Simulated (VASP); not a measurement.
# Si2I (P4/nmm) in VASP: further runs

Si2I is run at these levels: PBE; tasks: single point.

Everything below comes from runs of VASP 6.6.1. Logs are shortened: lines on timing, memory, paths and dates and some standing lists are left out, and cuts for length are marked.

**1. The cell of the first run**

It takes space group P4/nmm (No. 129, tetragonal). Conventional cell: a = 3.614 Å, b = 3.614 Å, c = 10.529 Å, α = 90.00°, β = 90.00°, γ = 90.00°. Si (site symmetry 4mm) has 4 I at 2.86 Å and 9 Si at 3.10 to 3.61 Å within 3.8 Å. Si (site symmetry 4mm) has 13 Si at 3.03 to 3.61 Å and 1 I at 3.04 Å within 4.0 Å. I (site symmetry 4mm) has 5 Si at 2.86 to 3.04 Å and 8 I at 3.61 to 3.80 Å within 3.8 Å.

**2. Single point, PBE**

Input file INCAR:

```
SYSTEM = Si2I
PREC     = Accurate       ! precision mode
ENCUT    = 520            ! plane-wave cutoff, eV
EDIFF    = 1E-6           ! SCF threshold, eV
ISMEAR   = 0              ! smearing method
SIGMA    = 0.1            ! smearing width, eV
LREAL    = .FALSE.        ! projectors in reciprocal space
LASPH    = .TRUE.         ! aspherical terms in the spheres
NELM     = 80             ! most SCF steps
ALGO     = Normal         ! electronic algorithm
ISIF     = 2              ! what is computed and relaxed
LWAVE    = .FALSE.        ! write WAVECAR
LCHARG   = .TRUE.         ! write CHGCAR
GGA      = PE             ! functional
LELF     = .TRUE.         ! ELF
LVHAR    = .TRUE.       
NBANDS   = 24             ! bands
```

Input file KPOINTS:

```
regular mesh
0
G
  6 6 2
  0 0 0
```

Input file POSCAR:

```
Si2I
1.0
    3.6143769800      0.0000000000      0.0000000000
    0.0000000000      3.6143769800      0.0000000000
    0.0000000000      0.0000000000     10.5293492300
Si I
4 2
Direct
    0.5000000000      0.0000000000      0.7552999900
    0.0000000000      0.5000000000      0.2447000100
    0.5000000000      0.0000000000      0.0776000000
    0.0000000000      0.5000000000      0.9224000000
    0.5000000000      0.0000000000      0.3664999900
    0.0000000000      0.5000000000      0.6335000100
```

Potentials or basis: VASP PAW PBE potentials, release 64 (Si, I).

The run is started by

```bash
cat potpaw_PBE.64/Si/POTCAR potpaw_PBE.64/I/POTCAR > POTCAR
mpirun -np 1 vasp_std > vasp.out
```

OUTCAR:

```text
SYSTEM = Si2I
   PREC = Accurate
   ENCUT = 520
   EDIFF = 1E-6
   ISMEAR = 0
   LREAL = .FALSE.
   LASPH = .TRUE.
   NELM = 80
   ISIF = 2
   GGA = PE

 ion  position               nearest neighbor table
   1  0.500  0.000  0.755-   6 2.86   6 2.86   6 2.86   6 2.86   4 3.10   4 3.10   4 3.10   4 3.10

   2  0.000  0.500  0.245-   5 2.86   5 2.86   5 2.86   5 2.86   3 3.10   3 3.10   3 3.10   3 3.10

   3  0.500  0.000  0.078-   4 3.03   4 3.03   4 3.03   4 3.03   5 3.04   2 3.10   2 3.10   2 3.10
                             2 3.10
   4  0.000  0.500  0.922-   3 3.03   3 3.03   3 3.03   3 3.03   6 3.04   1 3.10   1 3.10   1 3.10
                             1 3.10
   5  0.500  0.000  0.366-   2 2.86   2 2.86   2 2.86   2 2.86   3 3.04
   6  0.000  0.500  0.634-   1 2.86   1 2.86   1 2.86   1 2.86   4 3.04

  LATTYP: Found a simple tetragonal cell.
 ALAT       =     3.6143769800
 C/A-ratio  =     2.9131851183

  Lattice vectors:

 A1 = (   3.6143769800,   0.0000000000,   0.0000000000)
 A2 = (   0.0000000000,   3.6143769800,   0.0000000000)
 A3 = (   0.0000000000,   0.0000000000,  10.5293492300)

Analysis of symmetry for initial positions (statically):
=====================================================================
 Subroutine PRICEL returns:
 Original cell was already a primitive cell.

 Routine SETGRP: Setting up the symmetry group for a
 simple tetragonal supercell.

 Subroutine GETGRP returns: Found 16 space group operations
 (whereof  8 operations were pure point group operations)
 out of a pool of 16 trial point group operations.

The static configuration has the point symmetry D_2d.
 The point group associated with its full space group is D_4h.

Analysis of symmetry for dynamics (positions and initial velocities):
=====================================================================
 Subroutine PRICEL returns:
 Original cell was already a primitive cell.

 Routine SETGRP: Setting up the symmetry group for a
 simple tetragonal supercell.

 Subroutine GETGRP returns: Found 16 space group operations
 (whereof  8 operations were pure point group operations)
 out of a pool of 16 trial point group operations.

The dynamic configuration has the point symmetry D_2d.
 The point group associated with its full space group is D_4h.

 Subroutine INISYM returns: Found 16 space group operations
 (whereof  8 operations are pure point group operations),
 and found     1 'primitive' translations

----------------------------------------------------------------------------------------

                                     Primitive cell

  volume of cell :     137.5525

  direct lattice vectors                    reciprocal lattice vectors
     3.614376980  0.000000000  0.000000000     0.276672856  0.000000000  0.000000000
     0.000000000  3.614376980  0.000000000     0.000000000  0.276672856  0.000000000
     0.000000000  0.000000000 10.529349230     0.000000000  0.000000000  0.094972631

  length of vectors
     3.614376980  3.614376980 10.529349230     0.276672856  0.276672856  0.094972631

  position of ions in fractional coordinates (direct lattice)
     0.500000000  0.000000000  0.755299990
     0.000000000  0.500000000  0.244700010
     0.500000000  0.000000000  0.077600000
     0.000000000  0.500000000  0.922400000
     0.500000000  0.000000000  0.366499990
     0.000000000  0.500000000  0.633500010

  ion indices of the primitive-cell ions
   primitive index   ion index
                 1           1
                 2           2
                 3           3
                 4           4
                 5           5
                 6           6

----------------------------------------------------------------------------------------

 KPOINTS: regular mesh

Automatic generation of k-mesh.
 Grid dimensions read from file:
 generate k-points for:    6    6    2

 Generating k-lattice:

  Cartesian coordinates                     Fractional coordinates (reciprocal lattice)
     0.046112143  0.000000000  0.000000000     0.166666667  0.000000000  0.000000000
     0.000000000  0.046112143  0.000000000     0.000000000  0.166666667  0.000000000
     0.000000000  0.000000000  0.047486316     0.000000000  0.000000000  0.500000000

  Length of vectors
     0.046112143  0.046112143  0.047486316

  Shift w.r.t. Gamma in fractional coordinates (k-lattice)
     0.000000000  0.000000000  0.000000000

 Subroutine IBZKPT returns following result:
 ===========================================

 Found     20 irreducible k-points:

 Following reciprocal coordinates:
            Coordinates               Weight
  0.000000  0.000000  0.000000      1.000000
  0.166667  0.000000  0.000000      4.000000
  0.333333  0.000000  0.000000      4.000000
  0.500000  0.000000  0.000000      2.000000
  0.166667  0.166667  0.000000      4.000000
  0.333333  0.166667  0.000000      8.000000
[... 12 lines left out ...]
  0.500000  0.333333  0.500000      4.000000
  0.500000  0.500000  0.500000      1.000000
   k-points           NKPTS =     20   k-points in BZ     NKDIM =     20   number of bands    NBANDS=     24
   number of dos      NEDOS =    301   number of ions     NIONS =      6
   total plane-waves  NPLWV =  62720
   dimension x,y,z NGX =    28 NGY =   28 NGZ =   80
   dimension x,y,z NGXF=    56 NGYF=   56 NGZF=  160
   ions per type =               4   2
   NGX,Y,Z   is equivalent  to a cutoff of  12.88, 12.88, 12.63 a.u.
   NGXF,Y,Z  is equivalent  to a cutoff of  25.76, 25.76, 25.26 a.u.
 SYSTEM =  Si2I
   PREC   = accura    normal or accurate (medium, high low for compatibility)
   ISTART =      0    job   : 0-new  1-cont  2-samecut
   ICHARG =      2    charge: 1-file 2-atom 10-const
   ISPIN  =      1    spin polarized calculation?
   LNONCOLLINEAR =      F non collinear calculations
   LSORBIT =      F    spin-orbit coupling
   LASPH  =      T    aspherical Exc in radial PAW
   ENCUT  =  520.0 eV  38.22 Ry    6.18 a.u.   6.72  6.72 19.58*2*pi/ulx,y,z
   NELM   =     80;   NELMIN=  2; NELMDL= -5     # of ELM steps
   EDIFF  = 0.1E-05   stopping-criterion for ELM
   LREAL  =      F    real-space projection
   EDIFFG = 0.1E-04   stopping-criterion for IOM
   NSW    =      0    number of steps for IOM
   IBRION =     -1    ionic relax: 0-MD 1-quasi-New 2-CG
   NFREE  =      0    steps in history (QN), initial steepest desc. (CG)
   ISIF   =      2    stress and relaxation
   ISYM   =      2    0-nonsym 1-usesym 2-fastsym
   POTIM  = 0.5000    time-step for ionic-motion
   TEBEG  =    0.0;   TEEND  =   0.0 temperature during run
   PSTRESS=    0.0 pullay stress
   NELECT =      30.0000    total number of electrons
   NUPDOWN=      -1.0000    fix difference up-down
   EMIN   =  10.00;   EMAX   =-10.00  energy-range for DOS
   EFERMI =   0.00;   METHOD = LEGACY
   ISMEAR =     0;   SIGMA  =   0.10  broadening in eV -4-tet -1-fermi 0-gaus
   EFERMI_NEDOS =   21; number of points for ismear=-14 and -15
   IALGO  =     38    algorithm
   IMIX   =      4    mixing-type and parameters
     AMIX     =   0.40;   BMIX     =  1.00
     AMIX_MAG =   1.60;   BMIX_MAG =  1.00
  volume/ion in A,a.u.               =      22.93       154.71
  Fermi-wavevector in a.u.,A,eV,Ry     =   0.985430  1.862193 13.212240  0.971072
  Thomas-Fermi vector in A             =   2.116736
   LORBIT       =      0    0 simple, 1 ext, 2 COOP (PROOUT), +10 PAW based schemes
   GGA     = PE    functional components
   LHFCALC =     F    Hartree Fock is set to
   AEXX    =    0.0000 exact exchange contribution
   IVDW    =     0    specifies the selected vdW correction
   LEPSILON=     F    determine dielectric tensor
   LRPA    =     F    only Hartree local field effects (RPA)
 non-spin polarized calculation
 Gauss-broadening in eV      SIGMA  =   0.10
  energy-cutoff  :      520.00
  volume of cell :      137.55
 maximum number of plane-waves:      3748
 NGX is ok and might be reduce to    28
   NGX = 13   NGY = 13   NGZ = 39

 number of electron      29.9999996 magnetization

 Free energy of the ion-electron system (eV)
  ---------------------------------------------------
  ext. energy  EPLUGINS =         0.00000000
  ---------------------------------------------------
  free energy    TOTEN  =       -19.41633414 eV

  energy without entropy =      -19.39727195  energy(sigma->0) =      -19.40680304

 E-fermi :   7.4565     XC(G=0):  -9.9044

 val. band max:        7.4549530258   @ k =   0.0000   0.0000   0.0000
 cond. band min:       7.4857897855   @ k =   0.5000   0.1667   0.0000
 fundamental gap:      0.0308367597
 Fermi energy:         7.4565498175

 k-point     1 :       0.0000    0.0000    0.0000
  band No.  band energies     occupation
      1      -8.2652      2.00000
      2      -7.7271      2.00000
      3      -3.1617      2.00000
      4      -1.1667      2.00000
      5       0.1955      2.00000
      6       3.2853      2.00000
[... 16 lines left out ...]
     23      10.9496      0.00000
     24      11.4301      0.00000

 k-point     2 :       0.1667    0.0000    0.0000
  band No.  band energies     occupation
      1      -8.0469      2.00000
      2      -7.5390      2.00000
      3      -2.8879      2.00000
      4      -1.1275      2.00000
      5       0.3522      2.00000
      6       1.6177      2.00000
[... 16 lines left out ...]
     23      11.7947      0.00000
     24      12.0199      0.00000

 k-point     3 :       0.3333    0.0000    0.0000
  band No.  band energies     occupation
      1      -7.4876      2.00000
      2      -7.1183      2.00000
      3      -2.1505      2.00000
      4      -1.5646      2.00000
      5      -0.5497      2.00000
      6       0.4984      2.00000
[... 16 lines left out ...]
     23      11.4502      0.00000
     24      11.9005      0.00000
[... 406 lines left out ...]
 k-point    19 :       0.5000    0.3333    0.5000
  band No.  band energies     occupation
      1      -6.4346      2.00000
      2      -6.4346      2.00000
      3      -0.8309      2.00000
      4      -0.8309      2.00000
      5       0.5289      2.00000
      6       0.5289      2.00000
[... 16 lines left out ...]
     23      11.3353      0.00000
     24      11.3353      0.00000

 k-point    20 :       0.5000    0.5000    0.5000
  band No.  band energies     occupation
      1      -6.2032      2.00000
      2      -6.2032      2.00000
      3       0.4449      2.00000
      4       0.4449      2.00000
      5       0.4680      2.00000
      6       0.4680      2.00000
[... 16 lines left out ...]
     23      10.6844      0.00000
     24      10.6844      0.00000

------------------------ aborting loop because EDIFF is reached ----------------------------------------

  FORCE on cell =-STRESS in cart. coord.  units (eV):
  Direction    XX          YY          ZZ          XY          YZ          ZX
  --------------------------------------------------------------------------------------
  -------------------------------------------------------------------------------------
  Total        1.4001844      1.4001844      2.6814868      0.0000000      0.0000000     -0.0000000
  in kB       16.3090027     16.3090027     31.2332963      0.0000000      0.0000000     -0.0000000
  external PRESSURE =      21.2837672 kB  Pullay stress =       0.0000000 kB

 VOLUME and BASIS-vectors are now :
 -----------------------------------------------------------------------------
  energy-cutoff  :      520.00
  volume of cell :      137.55
      direct lattice vectors                 reciprocal lattice vectors
     3.614376980  0.000000000  0.000000000     0.276672856  0.000000000  0.000000000
     0.000000000  3.614376980  0.000000000     0.000000000  0.276672856  0.000000000
     0.000000000  0.000000000 10.529349230     0.000000000  0.000000000  0.094972631

 POSITION                                       TOTAL-FORCE (eV/Angst)
 -----------------------------------------------------------------------------------
      1.80719      0.00000      7.95282        -0.000000     -0.000000      1.565611
      0.00000      1.80719      2.57653        -0.000000     -0.000000     -1.565611
      1.80719      0.00000      0.81708        -0.000000     -0.000000     -0.625058
      0.00000      1.80719      9.71227        -0.000000      0.000000      0.625058
      1.80719      0.00000      3.85901         0.000000     -0.000000      0.930220
      0.00000      1.80719      6.67034        -0.000000      0.000000     -0.930220
 -----------------------------------------------------------------------------------
    total drift:                               -0.000000     -0.000000      0.000000

  FREE ENERGIE OF THE ION-ELECTRON SYSTEM (eV)
  ---------------------------------------------------
  free  energy   TOTEN  =       -19.4163341404 eV

  energy  without entropy=      -19.3972719452  energy(sigma->0) =      -19.40680304
```

Run time: 25 s. Hardware: 1 thread of AMD EPYC 9R45 (Zen 5), shared host; peak memory 0.22 GiB.

What came out:

```
Free energy            : -19.4163 eV
Pressure               : 2.1 GPa
Largest force          : 1.566 eV/Å
Band gap on the k mesh : zero (band 15 reaches 8.46 eV, above the bottom of band 16 at 5.69 eV)
```

Forces on the atoms (eV/Å):
```
Si   0.000  0.000  1.566
Si   0.000  0.000 -1.566
Si   0.000  0.000 -0.625
Si   0.000  0.000  0.625
I    0.000  0.000  0.930
I    0.000  0.000 -0.930
```

Stress tensor (GPa, compression positive):
```
1.63 0.00 0.00
0.00 1.63 0.00
0.00 0.00 3.12
```

Caveat: spin-orbit coupling is left out, which moves the levels of the heavy elements; forces of over 1 eV/Å act on the atoms, so gaps and moduli don't describe the material at rest.

**3. Single point, PBE**

This run uses another cell than the first one, of 25.33 Å³/atom, 1.105 times its volume.

Input file INCAR:

```
SYSTEM = Si2I
PREC = Accurate
ENCUT = 520
EDIFF = 1E-6
ISMEAR = 0
SIGMA = 0.1
LREAL = .False.
LASPH = .True.
NELM = 60
ALGO = Normal
ISIF = 2
LWAVE = .False.
LCHARG = .True.
GGA = PE
LELF = .True.
LVHAR = .True.
NBANDS = 24
```

Input file KPOINTS:

```
regular mesh
0
Gamma
  6 6 2
  0 0 0
```

Input file POSCAR:

```
Si2I
1.0
    3.6001290940      0.0000000000      0.0000000000
    0.0000000000      3.6001290940      0.0000000000
    0.0000000000      0.0000000000     11.7255481034
Si I
4 2
Direct
    0.5000000000      0.0000000000      0.9082813286
    0.0000000000      0.5000000000      0.0917186714
    0.5000000000      0.0000000000      0.1216276206
    0.0000000000      0.5000000000      0.8783723794
    0.5000000000      0.0000000000      0.3416301830
    0.0000000000      0.5000000000      0.6583698170
```

Potentials or basis: VASP PAW PBE potentials, release 64 (Si, I).

The run is started by

```bash
cat potpaw_PBE.64/Si/POTCAR potpaw_PBE.64/I/POTCAR > POTCAR
mpirun -np 1 vasp_std > vasp.out
```

Run time: 33 s. Hardware: 1 thread of AMD EPYC 9R45 (Zen 5), shared host; peak memory 0.23 GiB.

Results (log left out):

| Property | Result |
| --- | --- |
| Free energy | -22.8461 eV |
| Pressure | 0.2 GPa |
| Largest force | 0.035 eV/Å |
| Band gap on the k mesh | zero (band 15 reaches 5.97 eV, above the bottom of band 16 at 2.67 eV) |

Forces in eV/Å, atoms in the order of the input:
```
Si   0.000  0.000  0.035
Si   0.000  0.000 -0.035
Si   0.000  0.000  0.008
Si   0.000  0.000 -0.008
I    0.000  0.000 -0.018
I    0.000  0.000  0.018
```

Stress tensor (GPa, compression positive):
```
 0.32  0.00  0.00
 0.00  0.32  0.00
 0.00  0.00 -0.05
```

Levels at points of the mesh, in eV from the Fermi level:
| k point | band 11 | band 12 | band 13 | band 14 | band 15 | band 16 | band 17 | band 18 | band 19 | band 20 |
| --- | --- | --- | --- | --- | --- | --- | --- | --- | --- | --- |
| (0.00, 0.00, 0.00) | -1.10 | -1.10 | -0.43 | -0.43 | 0.40 | 0.40 | 0.95 | 2.16 | 2.93 | 3.90 |
| (0.50, 0.00, 0.00) | -0.33 | -0.33 | -0.15 | -0.15 | 0.61 | 0.61 | 2.27 | 2.27 | 2.49 | 2.49 |
| (0.50, 0.50, 0.00) | -3.37 | -3.37 | -2.67 | -2.67 | -2.58 | -2.58 | 0.98 | 0.98 | 2.78 | 2.78 |
| (0.00, 0.00, 0.50) | -1.16 | -1.16 | -0.28 | -0.28 | 0.29 | 0.29 | 1.37 | 2.16 | 2.61 | 3.01 |
| (0.50, 0.00, 0.50) | -0.45 | -0.45 | -0.33 | -0.33 | 0.61 | 0.61 | 2.27 | 2.27 | 2.41 | 2.41 |
| (0.50, 0.50, 0.50) | -3.14 | -3.14 | -2.79 | -2.79 | -2.69 | -2.69 | 1.09 | 1.09 | 3.01 | 3.01 |

Caveat: spin-orbit coupling is left out, which moves the levels of the heavy elements; this functional lacks dispersion, which binds the layers, so the pressure and a relaxed spacing across them are unreliable.
